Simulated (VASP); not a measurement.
# Be: single point with PBEsol

Crystal: Be.

```
Be
1.0
     2.29950    0.00000    0.00000
    -1.14975    1.99143    0.00000
     0.00000    0.00000    3.51088
Be
2
Direct
  0.33333 0.66667 0.25000
  0.66667 0.33333 0.75000
```

This cell differs from its parent crystal: strain +0.000 along x and y, -0.025 along z.

```yaml
Program: VASP 6.6.1
Task: single point
Functional: PBEsol
Potentials_or_basis: VASP PAW PBE potentials, release 64 (Be)
Cutoff: 520 eV
k_mesh: 24 × 24 × 14
Occupations: gaussian, width 0.15 eV
Spin: no spin polarisation
```

| Item | Value |
| --- | --- |
| Pressure | -2.2 GPa |
| Band gap on the k mesh | zero (band 2 reaches 7.83 eV, above the bottom of band 3 at 5.64 eV) |

Stress tensor (GPa, compression positive):
```
-5.43  0.00  0.00
 0.00 -5.43  0.00
 0.00  0.00  4.26
```

Levels at points of the mesh, in eV from the Fermi level:
```
           k point  band 1  band 2  band 3  band 4  band 5  band 6
(0.00, 0.00, 0.00)  -11.12   -3.98    1.73   15.30   15.30   18.28
(0.50, 0.00, 0.00)   -4.94   -3.11    3.78    6.69    7.14    8.92
(0.00, 0.00, 0.50)   -8.89   -8.89   11.62   11.62   17.06   17.06
(0.50, 0.00, 0.50)   -3.51   -3.51    1.57    1.57   11.64   11.64
```

Wall time 19 s on 1 thread of Intel(R) Xeon(R) 6975P-C (Granite Rapids), on a shared host, peak memory 0.17 GiB.

Caveat: the cell differs from its parent crystal (strain +0.000 along x and y, -0.025 along z); the PAW data sets were made with another functional, which shifts forces and pressure a little.
